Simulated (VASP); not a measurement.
# SnGe2 (P6_3mc) in VASP: notebook, part 2 of 2

VASP 6.6.1. Earlier steps stand in the parts before.

### 4 Relaxation of cell and atoms, PBE

Input file INCAR:

```
SYSTEM = SnGe2
PREC = Accurate
ENCUT = 600
EDIFF = 1E-6
ISMEAR = 0
SIGMA = 0.1
LREAL = .FALSE.
LASPH = .TRUE.
NELM = 100
ALGO = Normal
ISIF = 3
LWAVE = .FALSE.
LCHARG = .FALSE.
GGA = PE
IBRION = 2
NSW = 90
EDIFFG = -0.04
```

Input file KPOINTS:

```
Automatic mesh
0
G
  6 6 2
  0 0 0
```

Input file POSCAR:

```
SnGe2
1.0
    3.5529288900      0.0000000000      0.0000000000
   -1.7764644400      3.0769266700      0.0000000000
    0.0000000000      0.0000000000     12.8832569100
Sn Ge
2 4
Direct
    0.3333333300      0.6666666700      0.0000000000
    0.6666666700      0.3333333300      0.5000000000
    0.6666666700      0.3333333300      0.1741608400
    0.0000000000      0.0000000000      0.3258391600
    0.3333333300      0.6666666700      0.6741608400
    0.0000000000      0.0000000000      0.8258391600
```

Potentials or basis: VASP PAW PBE potentials, release 64 (Sn_d, Ge_d).

Launch:

```bash
> cat potpaw_PBE.64/Sn_d/POTCAR potpaw_PBE.64/Ge_d/POTCAR > POTCAR
> mpirun -np 1 vasp_std > vasp.out
```

OUTCAR:

```text
SYSTEM = SnGe2
   PREC = Accurate
   ENCUT = 600
   EDIFF = 1E-6
   ISMEAR = 0
   LREAL = .FALSE.
   LASPH = .TRUE.
   NELM = 100
   ISIF = 3
   GGA = PE
   IBRION = 2
   NSW = 90
   EDIFFG = -0.04

 ion  position               nearest neighbor table
   1  0.333  0.667  0.000-   3 3.04   6 3.04   3 3.04   6 3.04   6 3.04   3 3.04
   2  0.667  0.333  0.500-   5 3.04   4 3.04   5 3.04   4 3.04   4 3.04   5 3.04
   3  0.667  0.333  0.174-   4 2.83   4 2.83   4 2.83   1 3.04   1 3.04   1 3.04
   4  0.000  0.000  0.326-   3 2.83   3 2.83   3 2.83   2 3.04   2 3.04   2 3.04
   5  0.333  0.667  0.674-   6 2.83   6 2.83   6 2.83   2 3.04   2 3.04   2 3.04
   6  0.000  0.000  0.826-   5 2.83   5 2.83   5 2.83   1 3.04   1 3.04   1 3.04

  LATTYP: Found a hexagonal cell.
 ALAT       =     3.5529288900
 C/A-ratio  =     3.6260947823

  Lattice vectors:

 A1 = (   3.5529288900,   0.0000000000,   0.0000000000)
 A2 = (  -1.7764644400,   3.0769266700,   0.0000000000)
 A3 = (   0.0000000000,   0.0000000000,  12.8832569100)

Analysis of symmetry for initial positions (statically):
=====================================================================
 Subroutine PRICEL returns:
 Original cell was already a primitive cell.

 Routine SETGRP: Setting up the symmetry group for a
 hexagonal supercell.

 Subroutine GETGRP returns: Found 12 space group operations
 (whereof  6 operations were pure point group operations)
 out of a pool of 24 trial point group operations.

The static configuration has the point symmetry C_3v.
 The point group associated with its full space group is C_6v.

Analysis of symmetry for dynamics (positions and initial velocities):
=====================================================================
 Subroutine PRICEL returns:
 Original cell was already a primitive cell.

 Routine SETGRP: Setting up the symmetry group for a
 hexagonal supercell.

 Subroutine GETGRP returns: Found 12 space group operations
 (whereof  6 operations were pure point group operations)
 out of a pool of 24 trial point group operations.

The dynamic configuration has the point symmetry C_3v.
 The point group associated with its full space group is C_6v.

 Subroutine INISYM returns: Found 12 space group operations
 (whereof  6 operations are pure point group operations),
 and found     1 'primitive' translations

----------------------------------------------------------------------------------------

                                     Primitive cell

  volume of cell :     140.8411

  direct lattice vectors                    reciprocal lattice vectors
     3.552928890  0.000000000  0.000000000     0.281457927  0.162499810  0.000000000
    -1.776464440  3.076926670  0.000000000     0.000000000  0.324999620  0.000000000
     0.000000000  0.000000000 12.883256910     0.000000000  0.000000000  0.077620124

  length of vectors
     3.552928890  3.552928882 12.883256910     0.324999620  0.324999620  0.077620124

  position of ions in fractional coordinates (direct lattice)
     0.333333330  0.666666670  0.000000000
     0.666666670  0.333333330  0.500000000
     0.666666670  0.333333330  0.174160840
     0.000000000  0.000000000  0.325839160
     0.333333330  0.666666670  0.674160840
     0.000000000  0.000000000  0.825839160

  ion indices of the primitive-cell ions
[... 54 lines left out ...]
   dimension x,y,z NGXF=    56 NGYF=   56 NGZF=  216
   ions per type =               2   4
   NGX,Y,Z   is equivalent  to a cutoff of  13.10, 13.10, 13.94 a.u.
   NGXF,Y,Z  is equivalent  to a cutoff of  26.20, 26.20, 27.87 a.u.
 SYSTEM =  SnGe2
   PREC   = accura    normal or accurate (medium, high low for compatibility)
   ISTART =      0    job   : 0-new  1-cont  2-samecut
   ICHARG =      2    charge: 1-file 2-atom 10-const
   ISPIN  =      1    spin polarized calculation?
   LNONCOLLINEAR =      F non collinear calculations
   LSORBIT =      F    spin-orbit coupling
   LASPH  =      T    aspherical Exc in radial PAW
   ENCUT  =  600.0 eV  44.10 Ry    6.64 a.u.   7.10  7.10 25.73*2*pi/ulx,y,z
   NELM   =    100;   NELMIN=  2; NELMDL= -5     # of ELM steps
   EDIFF  = 0.1E-05   stopping-criterion for ELM
   LREAL  =      F    real-space projection
   EDIFFG = -.4E-01   stopping-criterion for IOM
   NSW    =     90    number of steps for IOM
   IBRION =      2    ionic relax: 0-MD 1-quasi-New 2-CG
   NFREE  =      1    steps in history (QN), initial steepest desc. (CG)
   ISIF   =      3    stress and relaxation
   ISYM   =      2    0-nonsym 1-usesym 2-fastsym
   POTIM  = 0.5000    time-step for ionic-motion
   TEBEG  =    0.0;   TEEND  =   0.0 temperature during run
   PSTRESS=    0.0 pullay stress
   NELECT =      84.0000    total number of electrons
   NUPDOWN=      -1.0000    fix difference up-down
   EMIN   =  10.00;   EMAX   =-10.00  energy-range for DOS
   EFERMI =   0.00;   METHOD = LEGACY
   ISMEAR =     0;   SIGMA  =   0.10  broadening in eV -4-tet -1-fermi 0-gaus
   EFERMI_NEDOS =   21; number of points for ismear=-14 and -15
   IALGO  =     38    algorithm
   IMIX   =      4    mixing-type and parameters
     AMIX     =   0.40;   BMIX     =  1.00
     AMIX_MAG =   1.60;   BMIX_MAG =  1.00
  volume/ion in A,a.u.               =      23.47       158.41
  Fermi-wavevector in a.u.,A,eV,Ry     =   1.378028  2.604096 25.836948  1.898962
  Thomas-Fermi vector in A             =   2.503127
   LORBIT       =      0    0 simple, 1 ext, 2 COOP (PROOUT), +10 PAW based schemes
   GGA     = PE    functional components
   LHFCALC =     F    Hartree Fock is set to
   AEXX    =    0.0000 exact exchange contribution
   IVDW    =     0    specifies the selected vdW correction
   LEPSILON=     F    determine dielectric tensor
   LRPA    =     F    only Hartree local field effects (RPA)
 conjugate gradient relaxation of ions
 non-spin polarized calculation
 Gauss-broadening in eV      SIGMA  =   0.10
  energy-cutoff  :      600.00
  volume of cell :      140.84
 maximum number of plane-waves:      4725
   NGX = 15   NGY = 15   NGZ = 51

--------------------------------------- Ionic step        1  -------------------------------------------

 number of electron      84.0000030 magnetization

 Free energy of the ion-electron system (eV)
  ---------------------------------------------------
  ext. energy  EPLUGINS =         0.00000000
  ---------------------------------------------------
  free energy    TOTEN  =       -23.90660692 eV

  energy without entropy =      -23.88577970  energy(sigma->0) =      -23.89619331

------------------------ aborting loop because EDIFF is reached ----------------------------------------

  FORCE on cell =-STRESS in cart. coord.  units (eV):
  Direction    XX          YY          ZZ          XY          YZ          ZX
  --------------------------------------------------------------------------------------
  -------------------------------------------------------------------------------------
  Total       -0.3309610     -0.3309610     -2.4004998     -0.0000000      0.0000000      0.0000000
  in kB       -3.7649403     -3.7649403    -27.3075622     -0.0000000      0.0000000      0.0000000
  external PRESSURE =     -11.6124810 kB  Pullay stress =       0.0000000 kB
[... 101 lines left out ...]
  FREE ENERGIE OF THE ION-ELECTRON SYSTEM (eV)
  ---------------------------------------------------
  free  energy   TOTEN  =       -24.0958474543 eV

  energy  without entropy=      -24.0814234721  energy(sigma->0) =      -24.08863546

 E-fermi :   5.1454     XC(G=0):  -9.7667

 val. band max:        5.0038328961   @ k =   0.1667  -0.0000   0.5000
 cond. band min:       5.2251169785   @ k =   0.1667  -0.0000   0.0000
 fundamental gap:      0.2212840825
 Fermi energy:         5.1454412670

 k-point     1 :       0.0000    0.0000    0.0000
  band No.  band energies     occupation
      1     -19.4710      2.00000
      2     -19.4710      2.00000
      3     -19.4708      2.00000
      4     -19.4708      2.00000
      5     -19.4193      2.00000
      6     -19.4193      2.00000
[... 731 lines left out ...]
     49      10.4318      0.00000
     50      10.4318      0.00000

[... ionic steps 4 to 25 ...]

--------------------------------------- Ionic step       26  -------------------------------------------

 number of electron      83.9999983 magnetization

------------------------ aborting loop because EDIFF is reached ----------------------------------------
[... 75 lines left out ...]
--------------------------------------- Ionic step       28  -------------------------------------------

 number of electron      83.9999990 magnetization

 Free energy of the ion-electron system (eV)
  ---------------------------------------------------
  ext. energy  EPLUGINS =         0.00000000
  ---------------------------------------------------
  free energy    TOTEN  =       -24.84277696 eV

  energy without entropy =      -24.83779204  energy(sigma->0) =      -24.84028450

 E-fermi :   6.4533     XC(G=0): -10.3531

 val. band max:        6.4066131239   @ k =   0.0000   0.0000   0.0000
 cond. band min:       6.5370062139   @ k =   0.0000   0.0000   0.5000
 fundamental gap:      0.1303930900
 Fermi energy:         6.4533234126

 k-point     1 :       0.0000    0.0000    0.0000
  band No.  band energies     occupation
      1     -18.3292      2.00000
      2     -18.3292      2.00000
      3     -18.3287      2.00000
      4     -18.3287      2.00000
      5     -18.2686      2.00000
      6     -18.2682      2.00000
[... 764 lines left out ...]
  FREE ENERGIE OF THE ION-ELECTRON SYSTEM (eV)
  ---------------------------------------------------
  free  energy   TOTEN  =       -24.8427769556 eV

  energy  without entropy=      -24.8377920425  energy(sigma->0) =      -24.84028450

 reached required accuracy - stopping structural energy minimisation
```

Run time: 42 min. Hardware: 1 thread of Intel Xeon Platinum 8488C (Sapphire Rapids), shared host; peak memory 0.35 GiB.

What came out:

```
Free energy                           : -24.8428 eV
Relaxed volume                        : 23.54 Å³/atom
Relaxed cell                          : a = 4.028 Å, b = 4.028 Å, c = 10.050 Å, α = 90.00°, β = 90.00°, γ = 120.00°
Space group after relaxing (to 0.1 Å) : P6_3mc (No. 186)
Energy gained by relaxing             : 156.0 meV/atom
Ionic steps                           : 28
Pressure after relaxing               : 0.1 GPa
Largest force after relaxing          : 0.004 eV/Å
Band gap on the k mesh                : zero (bands 42 and 43 overlap by 1.07 eV)
```

Forces in eV/Å, atoms in the order of the input:
```
Sn   0.000  0.000  0.002
Sn   0.000  0.000  0.002
Ge   0.000  0.000  0.002
Ge   0.000  0.000 -0.004
Ge   0.000  0.000  0.002
Ge   0.000  0.000 -0.004
```

Step by step:
```tsv
step	energy change (eV)	largest force (eV/Å)	pressure (GPa)	volume (Å³)
1	0.0000	0.4354	-1.16	140.84
2	-0.0781	0.3810	-0.06	137.39
3	-0.1892	0.4131	5.07	127.22
4	-0.2022	0.4025	5.23	126.93
5	-0.2330	0.3280	5.91	126.07
6	-0.2684	0.1921	7.40	124.32
7	-0.3192	0.1861	6.92	125.09
8	-0.4435	0.1769	5.55	127.39
9	-0.5771	0.3063	3.28	132.02
10	-0.7010	0.2379	-0.47	141.32
11	-0.5741	0.2900	-4.80	160.05
12	-0.7173	0.2547	-1.86	145.77
13	-0.7186	0.2588	-1.41	144.10
14	-0.7194	0.2584	-1.55	144.55
15	-0.7415	0.2361	-1.24	144.09
16	-0.7697	0.2440	-0.73	143.34
17	-0.8595	0.2849	0.26	141.74
18	-0.7418	0.8696	2.91	138.05
19	-0.8773	0.3306	0.82	140.95
20	-0.8804	0.3521	1.11	140.54
21	-0.8907	0.4140	0.64	141.91
22	-0.8941	0.3723	0.85	141.49
23	-0.9111	0.2517	0.02	143.12
24	-0.9147	0.1587	-0.88	145.00
25	-0.9154	0.1839	-0.70	144.49
26	-0.9244	0.1351	-0.59	143.70
27	-0.9362	0.0017	-0.03	141.34
28	-0.9362	0.0036	0.07	141.25
```

Final structure:
```xyz
6
Lattice="4.0284 0.0000 0.0000 -2.0142 3.4887 0.0000 0.0000 0.0000 10.0504" Properties=species:S:1:pos:R:3 pbc="T T T"
Sn    0.0000    2.3258   10.0250
Sn    2.0142    1.1629    4.9998
Ge    2.0142    1.1629    1.8934
Ge   -2.0142    3.4887    3.1572
Ge    0.0000    2.3258    6.9186
Ge    0.0000    0.0000    8.1824
```

Levels at points of the mesh, in eV from the Fermi level:
| k point | band 39 | band 40 | band 41 | band 42 | band 43 | band 44 | band 45 | band 46 |
| --- | --- | --- | --- | --- | --- | --- | --- | --- |
| (0.00, 0.00, 0.00) | -0.45 | -0.45 | -0.05 | 0.29 | 1.55 | 1.55 | 2.16 | 2.16 |
| (0.50, 0.00, 0.00) | -2.69 | -2.44 | -2.41 | -1.76 | -0.07 | 0.41 | 1.27 | 1.60 |
| (0.00, 0.00, 0.50) | -0.55 | -0.55 | 0.08 | 0.08 | 1.77 | 1.77 | 1.77 | 1.77 |
| (0.50, 0.00, 0.50) | -2.34 | -2.34 | -1.03 | -1.03 | 0.23 | 0.23 | 1.22 | 1.22 |

Caveat: a cell axis changed by over 15 % at a fixed basis, so the end point is rough; spin-orbit coupling is left out, which moves the levels of the heavy elements.

### 5 Single point, PBE

This run uses another cell than the first one, of 23.73 Å³/atom.

Input file INCAR:

```
SYSTEM = SnGe2
ALGO     = Normal         ! electronic algorithm
EDIFF    = 1E-6           ! SCF threshold, eV
ENCUT    = 520            ! plane-wave cutoff, eV
GGA      = PE             ! functional
ISIF     = 2              ! what is computed and relaxed
ISMEAR   = 0              ! smearing method
LASPH    = .TRUE.         ! aspherical terms in the spheres
LCHARG   = .TRUE.         ! write CHGCAR
LELF     = .TRUE.         ! ELF
LREAL    = .FALSE.        ! projectors in reciprocal space
LVHAR    = .TRUE.       
LWAVE    = .FALSE.        ! write WAVECAR
NBANDS   = 51             ! bands
NELM     = 100            ! most SCF steps
PREC     = Accurate       ! precision mode
SIGMA    = 0.1            ! smearing width, eV
```

Input file KPOINTS:

```
k-points
0
G
  12 12 4
  0 0 0
```

Input file POSCAR:

```
SnGe2
1.0
    3.9697971869      0.0000000000      0.0000000000
   -1.9848985935      3.4379452118      0.0000000000
    0.0000000000      0.0000000000     10.4308292852
Sn Ge
2 4
Direct
    0.3333333333      0.6666666667      0.9952771844
    0.6666666667      0.3333333333      0.4952771844
    0.6666666667      0.3333333333      0.1923727456
    0.0000000000      0.0000000000      0.3123500701
    0.3333333333      0.6666666667      0.6923727456
    0.0000000000      0.0000000000      0.8123500701
```

Launch:

```bash
> cat potpaw_PBE.64/Sn_d/POTCAR potpaw_PBE.64/Ge_d/POTCAR > POTCAR
> mpirun -np 1 vasp_std > vasp.out
```

It took 6.7 min on 1 thread of Intel Xeon Platinum 8488C (Sapphire Rapids), shared host; peak memory 0.46 GiB.

The run converged. Its results:

| Item | Value |
| --- | --- |
| Free energy | -24.7785 eV |
| Pressure | 0.0 GPa |
| Band gap on the k mesh | zero (bands 42 and 43 overlap by 2.04 eV) |

Levels at points of the mesh, in eV from the Fermi level:
| k point | band 40 | band 41 | band 42 | band 43 | band 44 | band 45 |
| --- | --- | --- | --- | --- | --- | --- |
| (0.00, 0.00, 0.00) | -0.21 | -0.11 | 0.33 | 1.97 | 1.97 | 2.52 |
| (0.50, 0.00, 0.00) | -2.45 | -2.42 | -1.66 | 0.27 | 0.50 | 1.35 |
| (0.00, 0.00, 0.50) | -0.30 | 0.29 | 0.29 | 2.18 | 2.18 | 2.18 |
| (0.50, 0.00, 0.50) | -2.12 | -1.05 | -1.05 | 0.08 | 0.08 | 1.39 |

Caveat: spin-orbit coupling is left out, which moves the levels of the heavy elements.

### 6 The runs side by side

```csv
task,cell,k mesh,cutoff (eV),gap on the mesh (eV),pressure (GPa),largest force (eV/Å)
single point,"a = 3.553, b = 3.553, c = 12.883 Å, angles 90.0, 90.0, 120.0°, 6 atoms, atomic positions A",6 × 6 × 2,520,none,-1.2,0.44
single point,"a = 4.039, b = 4.039, c = 9.999 Å, angles 90.0, 90.0, 120.0°, 6 atoms, atomic positions B",6 × 6 × 2,520,none,0.0,0.03
relaxation of cell and atoms,"relaxed from a = 3.553, b = 3.553, c = 12.883 Å, angles 90.0, 90.0, 120.0°, 6 atoms, atomic positions A",6 × 6 × 2,600,none,0.1,-
single point,"a = 3.970, b = 3.970, c = 10.431 Å, angles 90.0, 90.0, 120.0°, 6 atoms, atomic positions C",12 × 12 × 4,520,none,0.0,-
```

Alike in all rows: level PBE; potentials or basis VASP PAW PBE potentials, release 64 (Sn_d, Ge_d); no spin polarisation; smearing gaussian 0.1 eV.

Caveats: spin-orbit coupling is left out, which moves the levels of the heavy elements; a cell axis changed by over 15 % at a fixed basis, so the end point is rough (at least some runs).

Total energies depend on the potentials used, so only differences within one code and one set of settings carry meaning.
